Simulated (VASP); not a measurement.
# KBr in VASP: notebook

KBr is run at these levels: PBEsol; tasks: single point.

All numbers are computed with VASP 6.6.1; they aren't measurements. Logs are shortened: lines on timing, memory, paths and dates and some standing lists are left out, and cuts for length are marked.

### 1 The cell of the first run

Symmetry: Fm-3m, No. 225, cubic system. Conventional cell: a = 6.462 Å, b = 6.462 Å, c = 6.462 Å, α = 90.00°, β = 90.00°, γ = 90.00°. K (site symmetry m-3m) has 6 Br at 3.23 Å within 4.2 Å. Within 4.2 Å of Br (site symmetry m-3m) lie 6 K at 3.23 Å.

### 2 Single point, PBEsol (33.72 Å³/atom)

INCAR

```
SYSTEM = KBr
PREC = Accurate ; ENCUT = 500
EDIFF = 1E-6 ; ISMEAR = 0
SIGMA = 0.05 ; LREAL = .FALSE.
LASPH = .TRUE. ; NELM = 120
ALGO = Normal ; ISIF = 2
LWAVE = .FALSE. ; LCHARG = .FALSE.
GGA = PS ; NBANDS = 15
GGA_COMPAT = .FALSE.
```

KPOINTS

```
regular mesh
0
G
  8 8 8
  0 0 0
```

POSCAR

```
KBr
1.0
    0.0000000000      3.2307538521      3.2307538521
    3.2307538521      0.0000000000      3.2307538521
    3.2307538521      3.2307538521      0.0000000000
K Br
1 1
Direct
    0.0000000000      0.0000000000      0.0000000000
    0.5000000000      0.5000000000      0.5000000000
```

Potentials or basis: VASP PAW PBE potentials, release 64 (K_sv, Br).

Run with:

```console
$ cat potpaw_PBE.64/K_sv/POTCAR potpaw_PBE.64/Br/POTCAR > POTCAR
$ mpirun -np 1 vasp_std > vasp.out
```

OUTCAR:

```text
SYSTEM = KBr
   PREC = Accurate
   ENCUT = 500
   EDIFF = 1E-6
   ISMEAR = 0
   LREAL = .FALSE.
   LASPH = .TRUE.
   NELM = 120
   ISIF = 2
   GGA = PS

 ion  position               nearest neighbor table
   1  0.000  0.000  0.000-   2 3.23   2 3.23   2 3.23   2 3.23   2 3.23   2 3.23
   2  0.500  0.500  0.500-   1 3.23   1 3.23   1 3.23   1 3.23   1 3.23   1 3.23

  LATTYP: Found a face centered cubic cell.
 ALAT       =     6.4615077042

  Lattice vectors:

 A1 = (   0.0000000000,   3.2307538521,   3.2307538521)
 A2 = (   3.2307538521,   0.0000000000,   3.2307538521)
 A3 = (   3.2307538521,   3.2307538521,   0.0000000000)

Analysis of symmetry for initial positions (statically):
=====================================================================
 Subroutine PRICEL returns:
 Original cell was already a primitive cell.

 Routine SETGRP: Setting up the symmetry group for a
 face centered cubic supercell.

 Subroutine GETGRP returns: Found 48 space group operations
 (whereof 48 operations were pure point group operations)
 out of a pool of 48 trial point group operations.

The static configuration has the point symmetry O_h .

Analysis of symmetry for dynamics (positions and initial velocities):
=====================================================================
 Subroutine PRICEL returns:
 Original cell was already a primitive cell.

 Routine SETGRP: Setting up the symmetry group for a
 face centered cubic supercell.

 Subroutine GETGRP returns: Found 48 space group operations
 (whereof 48 operations were pure point group operations)
 out of a pool of 48 trial point group operations.

The dynamic configuration has the point symmetry O_h .

 Subroutine INISYM returns: Found 48 space group operations
 (whereof 48 operations are pure point group operations),
 and found     1 'primitive' translations

----------------------------------------------------------------------------------------

                                     Primitive cell

  volume of cell :      67.4437

  direct lattice vectors                    reciprocal lattice vectors
     0.000000000  3.230753852  3.230753852    -0.154762641  0.154762641  0.154762641
     3.230753852  0.000000000  3.230753852     0.154762641 -0.154762641  0.154762641
     3.230753852  3.230753852  0.000000000     0.154762641  0.154762641 -0.154762641

  length of vectors
     4.568975914  4.568975914  4.568975914     0.268056758  0.268056758  0.268056758

  position of ions in fractional coordinates (direct lattice)
     0.000000000  0.000000000  0.000000000
     0.500000000  0.500000000  0.500000000

  ion indices of the primitive-cell ions
   primitive index   ion index
                 1           1
                 2           2

----------------------------------------------------------------------------------------

 KPOINTS: regular mesh

Automatic generation of k-mesh.
 Grid dimensions read from file:
 generate k-points for:    8    8    8

 Generating k-lattice:

  Cartesian coordinates                     Fractional coordinates (reciprocal lattice)
    -0.019345330  0.019345330  0.019345330     0.125000000  0.000000000  0.000000000
     0.019345330 -0.019345330  0.019345330     0.000000000  0.125000000  0.000000000
     0.019345330  0.019345330 -0.019345330     0.000000000  0.000000000  0.125000000

  Length of vectors
     0.033507095  0.033507095  0.033507095

  Shift w.r.t. Gamma in fractional coordinates (k-lattice)
     0.000000000  0.000000000  0.000000000

 Subroutine IBZKPT returns following result:
 ===========================================

 Found     29 irreducible k-points:

 Following reciprocal coordinates:
            Coordinates               Weight
  0.000000  0.000000  0.000000      1.000000
  0.125000  0.000000  0.000000      8.000000
  0.250000  0.000000  0.000000      8.000000
  0.375000  0.000000  0.000000      8.000000
  0.500000  0.000000  0.000000      4.000000
  0.125000  0.125000  0.000000      6.000000
[... 16 lines left out ...]
  0.500000  0.250000  0.125000     48.000000
 -0.375000  0.250000  0.125000     24.000000
 [... further k-points ...]
   k-points           NKPTS =     29   k-points in BZ     NKDIM =     29   number of bands    NBANDS=     15
   number of dos      NEDOS =    301   number of ions     NIONS =      2
   total plane-waves  NPLWV =  46656
   dimension x,y,z NGX =    36 NGY =   36 NGZ =   36
   dimension x,y,z NGXF=    72 NGYF=   72 NGZF=   72
   ions per type =               1   1
   NGX,Y,Z   is equivalent  to a cutoff of  13.10, 13.10, 13.10 a.u.
   NGXF,Y,Z  is equivalent  to a cutoff of  26.20, 26.20, 26.20 a.u.
 SYSTEM =  KBr
   PREC   = accura    normal or accurate (medium, high low for compatibility)
   ISTART =      0    job   : 0-new  1-cont  2-samecut
   ICHARG =      2    charge: 1-file 2-atom 10-const
   ISPIN  =      1    spin polarized calculation?
   LNONCOLLINEAR =      F non collinear calculations
   LSORBIT =      F    spin-orbit coupling
   LASPH  =      T    aspherical Exc in radial PAW
   ENCUT  =  500.0 eV  36.75 Ry    6.06 a.u.   8.33  8.33  8.33*2*pi/ulx,y,z
   NELM   =    120;   NELMIN=  2; NELMDL= -5     # of ELM steps
   EDIFF  = 0.1E-05   stopping-criterion for ELM
   LREAL  =      F    real-space projection
   EDIFFG = 0.1E-04   stopping-criterion for IOM
   NSW    =      0    number of steps for IOM
   IBRION =     -1    ionic relax: 0-MD 1-quasi-New 2-CG
   NFREE  =      0    steps in history (QN), initial steepest desc. (CG)
   ISIF   =      2    stress and relaxation
   ISYM   =      2    0-nonsym 1-usesym 2-fastsym
   POTIM  = 0.5000    time-step for ionic-motion
   TEBEG  =    0.0;   TEEND  =   0.0 temperature during run
   PSTRESS=    0.0 pullay stress
   NELECT =      16.0000    total number of electrons
   NUPDOWN=      -1.0000    fix difference up-down
   EMIN   =  10.00;   EMAX   =-10.00  energy-range for DOS
   EFERMI =   0.00;   METHOD = LEGACY
   ISMEAR =     0;   SIGMA  =   0.05  broadening in eV -4-tet -1-fermi 0-gaus
   EFERMI_NEDOS =   21; number of points for ismear=-14 and -15
   IALGO  =     38    algorithm
   IMIX   =      4    mixing-type and parameters
     AMIX     =   0.40;   BMIX     =  1.00
     AMIX_MAG =   1.60;   BMIX_MAG =  1.00
  volume/ion in A,a.u.               =      33.72       227.57
  Fermi-wavevector in a.u.,A,eV,Ry     =   1.013447  1.915137 13.974196  1.027074
  Thomas-Fermi vector in A             =   2.146616
   LORBIT       =      0    0 simple, 1 ext, 2 COOP (PROOUT), +10 PAW based schemes
   GGA     = PS    functional components
   LHFCALC =     F    Hartree Fock is set to
   AEXX    =    0.0000 exact exchange contribution
   IVDW    =     0    specifies the selected vdW correction
   LEPSILON=     F    determine dielectric tensor
   LRPA    =     F    only Hartree local field effects (RPA)
 non-spin polarized calculation
 Gauss-broadening in eV      SIGMA  =   0.05
  energy-cutoff  :      500.00
  volume of cell :       67.44
 maximum number of plane-waves:      1727
 NGX is ok and might be reduce to    36
   NGX = 17   NGY = 17   NGZ = 17

 number of electron      16.0000002 magnetization

 Free energy of the ion-electron system (eV)
  ---------------------------------------------------
  ext. energy  EPLUGINS =         0.00000000
  ---------------------------------------------------
  free energy    TOTEN  =        -6.45264863 eV

  energy without entropy =       -6.45264863  energy(sigma->0) =       -6.45264863

 E-fermi :  -1.2809     XC(G=0):  -7.8157

 val. band max:       -1.5649313074   @ k =   0.0000   0.0000   0.0000
 cond. band min:       2.8749265420   @ k =   0.0000   0.0000   0.0000
 fundamental gap:      4.4398578494
 Fermi energy:        -1.2809089841

 k-point     1 :       0.0000    0.0000    0.0000
  band No.  band energies     occupation
      1     -29.0479      2.00000
      2     -13.9555      2.00000
      3     -12.5966      2.00000
      4     -12.5966      2.00000
      5     -12.5966      2.00000
      6      -1.5649      2.00000
      7      -1.5649      2.00000
      8      -1.5649      2.00000
      9       2.8749      0.00000
     10       5.9590      0.00000
     11       5.9590      0.00000
     12       5.9590      0.00000
     13       6.8422      0.00000
     14       6.8422      0.00000
     15       9.9718      0.00000

 k-point     2 :       0.1250    0.0000    0.0000
  band No.  band energies     occupation
      1     -29.0467      2.00000
      2     -13.9862      2.00000
      3     -12.5976      2.00000
      4     -12.5976      2.00000
      5     -12.5534      2.00000
      6      -1.8243      2.00000
      7      -1.6282      2.00000
      8      -1.6282      2.00000
      9       3.3006      0.00000
     10       5.8512      0.00000
     11       6.1582      0.00000
     12       6.1582      0.00000
     13       7.0707      0.00000
     14       7.0707      0.00000
     15      10.5864      0.00000

 k-point     3 :       0.2500    0.0000    0.0000
  band No.  band energies     occupation
      1     -29.0437      2.00000
      2     -14.0539      2.00000
      3     -12.6000      2.00000
      4     -12.6000      2.00000
      5     -12.4551      2.00000
      6      -2.3364      2.00000
      7      -1.7733      2.00000
      8      -1.7733      2.00000
      9       4.1896      0.00000
     10       5.8752      0.00000
     11       6.7142      0.00000
     12       6.7142      0.00000
     13       7.7037      0.00000
     14       7.7037      0.00000
     15      10.9490      0.00000
[... 343 lines left out ...]
 k-point    23 :       0.5000    0.2500    0.1250
  band No.  band energies     occupation
      1     -29.0393      2.00000
      2     -14.0434      2.00000
      3     -12.6420      2.00000
      4     -12.6155      2.00000
      5     -12.4322      2.00000
      6      -2.6151      2.00000
      7      -2.0164      2.00000
      8      -1.9444      2.00000
      9       5.2348      0.00000
     10       5.8002      0.00000
     11       7.4694      0.00000
     12       7.9457      0.00000
     13       8.3444      0.00000
     14       8.7399      0.00000
     15       9.7551      0.00000

 k-point    24 :      -0.3750    0.2500    0.1250
  band No.  band energies     occupation
      1     -29.0383      2.00000
      2     -14.0466      2.00000
      3     -12.6432      2.00000
      4     -12.6235      2.00000
      5     -12.4217      2.00000
      6      -2.6595      2.00000
      7      -2.0986      2.00000
      8      -1.9840      2.00000
      9       5.4219      0.00000
     10       6.2385      0.00000
     11       7.5073      0.00000
     12       7.8813      0.00000
     13       8.6478      0.00000
     14       9.1651      0.00000
     15       9.7038      0.00000

 [... further k-points ...]

------------------------ aborting loop because EDIFF is reached ----------------------------------------

  FORCE on cell =-STRESS in cart. coord.  units (eV):
  Direction    XX          YY          ZZ          XY          YZ          ZX
  --------------------------------------------------------------------------------------
  -------------------------------------------------------------------------------------
  Total        0.3213828      0.3213828      0.3213828      0.0000000      0.0000000     -0.0000000
  in kB        7.6346933      7.6346933      7.6346933      0.0000000      0.0000000     -0.0000000
  external PRESSURE =       7.6346933 kB  Pullay stress =       0.0000000 kB

 VOLUME and BASIS-vectors are now :
 -----------------------------------------------------------------------------
  energy-cutoff  :      500.00
  volume of cell :       67.44
      direct lattice vectors                 reciprocal lattice vectors
     0.000000000  3.230753852  3.230753852    -0.154762641  0.154762641  0.154762641
     3.230753852  0.000000000  3.230753852     0.154762641 -0.154762641  0.154762641
     3.230753852  3.230753852  0.000000000     0.154762641  0.154762641 -0.154762641

 POSITION                                       TOTAL-FORCE (eV/Angst)
 -----------------------------------------------------------------------------------
      0.00000      0.00000      0.00000         0.000000     -0.000000      0.000000
      3.23075      3.23075      3.23075        -0.000000      0.000000     -0.000000
 -----------------------------------------------------------------------------------
    total drift:                                0.000000      0.000000      0.000000

  FREE ENERGIE OF THE ION-ELECTRON SYSTEM (eV)
  ---------------------------------------------------
  free  energy   TOTEN  =        -6.4526486303 eV

  energy  without entropy=       -6.4526486303  energy(sigma->0) =       -6.45264863
```

Run time: 24 s. Hardware: 1 thread of Intel Xeon Platinum 8488C (Sapphire Rapids), shared host; peak memory 0.21 GiB.

What came out:

- Free energy: -6.4526 eV
- Pressure: 0.8 GPa
- Band gap on the k mesh: 4.44 eV

Levels at points of the mesh, in eV from the valence-band top:
```csv
k point,band 5,band 6,band 7,band 8,band 9,band 10,band 11,band 12
"(0.00, 0.00, 0.00)",-11.03,0.00,0.00,0.00,4.44,7.52,7.52,7.52
"(0.50, 0.00, 0.00)",-10.76,-1.34,-0.40,-0.40,6.56,8.35,9.88,9.88
"(0.50, 0.50, 0.00)",-11.08,-0.90,-0.31,-0.31,5.65,7.32,9.43,9.69
```

Caveat: the PAW data sets were made with another functional, which shifts forces and pressure a little. As with any semilocal functional, this PBEsol gap is likely too small.

### 3 Single point, PBEsol (34.42 Å³/atom)

This run uses another cell than the first one, of 34.42 Å³/atom.

INCAR

```
SYSTEM = KBr
PREC     = Accurate       ! precision mode
ENCUT    = 500            ! plane-wave cutoff, eV
EDIFF    = 1E-6           ! SCF threshold, eV
ISMEAR   = 0              ! smearing method
SIGMA    = 0.05           ! smearing width, eV
LREAL    = .FALSE.        ! projectors in reciprocal space
LASPH    = .TRUE.         ! aspherical terms in the spheres
NELM     = 120            ! most SCF steps
ALGO     = Normal         ! electronic algorithm
ISIF     = 2              ! what is computed and relaxed
LWAVE    = .FALSE.        ! write WAVECAR
LCHARG   = .FALSE.        ! write CHGCAR
GGA      = PS             ! functional
NBANDS   = 15             ! bands
GGA_COMPAT= .FALSE.
```

KPOINTS

```
Automatic mesh
0
G
  8 8 8
  0 0 0
```

POSCAR

```
KBr
1.0
    0.0000000000      3.2530356172      3.2530356172
    3.2530356172      0.0000000000      3.2530356172
    3.2530356172      3.2530356172      0.0000000000
K Br
1 1
Direct
    0.0000000000      0.0000000000      0.0000000000
    0.5000000000      0.5000000000      0.5000000000
```

Potentials or basis: VASP PAW PBE potentials, release 64 (K_sv, Br).

Run with:

```console
$ cat potpaw_PBE.64/K_sv/POTCAR potpaw_PBE.64/Br/POTCAR > POTCAR
$ mpirun -np 1 vasp_std > vasp.out
```

Wall time 21 s (1 thread of Intel Xeon Platinum 8488C (Sapphire Rapids), shared host); peak memory 0.21 GiB.

The run converged. Its results:

```yaml
Free_energy: -6.4578 eV
Pressure: 0.4 GPa
Band_gap_on_the_k_mesh: 4.39 eV
```

Levels at points of the mesh, in eV from the valence-band top:
| k point | band 4 | band 5 | band 6 | band 7 | band 8 | band 9 | band 10 | band 11 | band 12 | band 13 |
| --- | --- | --- | --- | --- | --- | --- | --- | --- | --- | --- |
| (0.00, 0.00, 0.00) | -11.07 | -11.07 | 0.00 | 0.00 | 0.00 | 4.39 | 7.53 | 7.53 | 7.53 | 8.40 |
| (0.50, 0.00, 0.00) | -11.08 | -10.81 | -1.30 | -0.38 | -0.38 | 6.52 | 8.28 | 9.83 | 9.83 | 10.11 |
| (0.50, 0.50, 0.00) | -11.11 | -11.11 | -0.88 | -0.31 | -0.31 | 5.69 | 7.24 | 9.40 | 9.58 | 9.78 |

Caveat: the PAW data sets were made with another functional, which shifts forces and pressure a little. A k mesh can miss the band edges.

(Continued in part 2 of 2.)
